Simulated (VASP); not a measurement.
MgO (Periclase): single point with PBE

The system is MgO (Periclase).

```xyz
2
Lattice="0.0000 2.0943 2.0943 2.0943 0.0000 2.0943 2.0943 2.0943 0.0000" Properties=species:S:1:pos:R:3 pbc="T T T"
Mg    0.0000    0.0000    0.0000
O     2.0943    2.0943    2.0943
```

| Item | Value |
| --- | --- |
| Program | VASP 6.6.1 |
| Task | single point |
| Functional | PBE |
| Potentials or basis | VASP PAW PBE potentials, release 64 (Mg, O) |
| Cutoff | 600 eV |
| k mesh | 8 × 8 × 8 |
| Occupations | gaussian, width 0.01 eV |
| Spin | no spin polarisation |

The pressure is 6.6 GPa and the band gap on the k mesh is 4.89 eV, direct.

Levels at points of the mesh, in eV from the valence-band top:
```
           k point  band 1  band 2  band 3  band 4  band 5  band 6  band 7  band 8
(0.00, 0.00, 0.00)  -17.35    0.00    0.00    0.00    4.89   15.90   15.90   15.90
(0.50, 0.00, 0.00)  -16.02   -4.69   -0.67   -0.67    8.01   12.80   16.49   16.49
(0.50, 0.50, 0.00)  -15.76   -4.15   -1.37   -1.37    9.14   10.16   13.28   19.23
```

Wall time 13 s on 1 thread of Intel Xeon 8259CL, on a shared host, peak memory 0.14 GiB.

PBE gaps usually lie below the measured ones, often by a third to a half.
